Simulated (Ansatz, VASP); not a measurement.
## In2As2H in VASP and in Ansatz

Contents of INCAR:

```
  PREC = Accurate
  ENCUT = 520
  EDIFF = 1E-6
  ISMEAR = 0
  SIGMA = 0.1
  LREAL = F
  LASPH = T
  NELM = 100
  ALGO = Normal
  ISIF = 2
  LWAVE = F
  LCHARG = F
  LDIPOL = T
  IDIPOL = 3
  DIPOL = 0.5 0.5 0.338
  GGA = PE
  IVDW = 12
  NBANDS = 26
```

File KPOINTS:

```
regular mesh
0
Gamma
  6 6 1
```

The input POSCAR:

```
In2As2H
1.0
    4.3220706691      0.0000000000      0.0000000000
   -2.1610353346      3.7430229964      0.0000000000
    0.0000000000      0.0000000000     21.7386927198
As In H
2 2 1
Direct
    0.0000000000      0.0000000000      0.1840037049
    0.3333333333      0.6666666667      0.3557112058
    0.3333333333      0.6666666667      0.2245875152
    0.6666666667      0.3333333333      0.3881876812
    1.0000000000      1.0000000000      0.5399907378
```

Input for Ansatz:

```yaml
crystal:
  lattice:
    - [4.3220706691, 0.0, 0.0]
    - [-2.1610353346, 3.7430229964, 0.0]
    - [0.0, 0.0, 21.7386927198]
  atoms:
    - { symbol: As, position: [0.0, 0.0, 0.1840037049] }
    - { symbol: In, position: [0.3333333333, 0.6666666667, 0.2245875152] }
    - { symbol: As, position: [0.3333333333, 0.6666666667, 0.3557112058] }
    - { symbol: In, position: [0.6666666667, 0.3333333333, 0.3881876812] }
    - { symbol: H, position: [1.0, 1.0, 0.5399907378] }
basis:
  ecutwfc: 420
kpoints:
  mp_grid: { grid: [6, 6, 1] }
hamiltonian:
  xc: pbe
  pseudopotentials: { kind: paw, azcp: { folder: soft_1 } }
  dispersion: d3bj
scf:
  occupations: { method: gaussian, width: 0.1 }
output:
  forces: true
  eigenvalues: true
efield:
  axis: 3
  dipole_correction: true
  ramp_width: 0.04
```

Alike in both runs: task single point; functional PBE; dispersion D3(BJ); k mesh 6 × 6 × 1; occupations gaussian, width 0.1 eV; no spin polarisation.

|  | VASP | Ansatz |
| --- | --- | --- |
| version | VASP 6.6.1 | Ansatz 0.2.0 |
| potentials or method | VASP PAW PBE potentials, release 64 (As, In_d, H), cutoff 520 eV | scalar-relativistic, plane waves, PAW |
| valence electrons in the cell | 37 | 57 |

|  | VASP | Ansatz | Ansatz less VASP |
| --- | --- | --- | --- |
| gap on the k mesh at the Fermi level (eV) | none | none | - |
| rms of the force components (eV/Å) | 0.119 | 0.118 | -0.0014 |

A gap of «none» marks a metal or a gap that the smearing closes. VASP's potentials hold 37 valence electrons a cell and Ansatz's 57, so a difference there can come from the potentials and not from the codes.
